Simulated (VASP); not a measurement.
Set up this calculation in VASP 6.6.1, as the native input.

- Task: single point
- Functional: PBEsol
- Potentials or basis: VASP PAW PBE potentials, release 64 (Na_pv, I)
- Cutoff: 500 eV
- k mesh: 6 × 6 × 6
- Occupations: gaussian, width 0.1 eV
- Spin: no spin polarisation
- Dipole correction: no
- Further INCAR settings: ALGO = Normal; EDIFF = 1e-06; NBANDS = 14

The structure of NaI lies in POSCAR:

```
NaI
1.0
    0.0000000000      3.2364000000      3.2364000000
    3.2364000000      0.0000000000      3.2364000000
    3.2364000000      3.2364000000      0.0000000000
Na I
1 1
Direct
    0.0000000000      0.0000000000      0.0000000000
    0.5000000000      0.5000000000      0.5000000000
```

One way to write it, as run:

INCAR

```
SYSTEM = NaI
ALGO     = Normal         ! electronic algorithm
EDIFF    = 1E-6           ! SCF threshold, eV
ENCUT    = 500            ! plane-wave cutoff, eV
GGA      = PS             ! functional
GGA_COMPAT= .False.      
ISIF     = 2              ! what is computed and relaxed
ISMEAR   = 0              ! smearing method
LASPH    = .True.         ! aspherical terms in the spheres
LCHARG   = .False.        ! write CHGCAR
LREAL    = .False.        ! projectors in reciprocal space
LWAVE    = .False.        ! write WAVECAR
NBANDS   = 14             ! bands
NELM     = 120            ! most SCF steps
PREC     = Accurate       ! precision mode
SIGMA    = 0.1            ! smearing width, eV
```

KPOINTS

```
k-points
0
Gamma
  6 6 6
  0 0 0
```

Potentials or basis: VASP PAW PBE potentials, release 64 (Na_pv, I).

Command:

```sh
$ cat potpaw_PBE.64/Na_pv/POTCAR potpaw_PBE.64/I/POTCAR > POTCAR
$ mpirun -np 1 vasp_std > vasp.out
```

It gave:

* Pressure: -0.5 GPa
* Band gap on the k mesh: 3.51 eV, direct

Caveat: the PAW data sets were made with another functional, which shifts forces and pressure a little; spin-orbit coupling is left out, which moves the levels of the heavy elements.

Wall time 16 s on 1 thread of Intel Xeon 8259CL, on a shared host, peak memory 0.21 GiB.
